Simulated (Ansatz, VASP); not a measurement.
# Two plane-wave programs on FeS2

```
CELL_PARAMETERS angstrom
5.45685 0.00000 0.00000
0.00000 5.45685 0.00000
0.00000 0.00000 5.45685
ATOMIC_POSITIONS crystal
Fe 0.00000 0.50000 0.50000
Fe 0.50000 0.50000 0.00000
Fe 0.50000 0.00000 0.50000
Fe 0.00000 0.00000 0.00000
S 0.38265 0.11735 0.88265
S 0.11735 0.88265 0.38265
S 0.88265 0.38265 0.11735
S 0.61735 0.61735 0.61735
S 0.38265 0.38265 0.38265
S 0.11735 0.61735 0.88265
S 0.88265 0.11735 0.61735
S 0.61735 0.88265 0.11735
```

Alike in both runs: task single point; functional PBE; k mesh 4 × 4 × 4; no spin polarisation.

|  | VASP | Ansatz |
| --- | --- | --- |
| version | VASP 6.6.1 | Ansatz 0.2.0 |
| potentials or method | VASP PAW PBE potentials, release 64 (Fe, S) | plane waves, PAW |
| plane-wave cutoff (eV) | 600 | 420 |
| occupations | gaussian, width 0.01 eV | fixed |
| valence electrons in the cell | 80 | 112 |

|  | VASP | Ansatz | Ansatz less VASP |
| --- | --- | --- | --- |
| gap on the k mesh at the Fermi level (eV) | 0.43 | 0.40 | -0.023 |
| pressure (GPa) | -4.2 | -4.3 | -0.13 |
| rms of the force components (eV/Å) | 0.054 | 0.017 | -0.0365 |

Atom by atom the forces differ by 0.036 eV/Å (rms over components). VASP's potentials hold 80 valence electrons a cell and Ansatz's 112, so a difference there can come from the potentials and not from the codes.
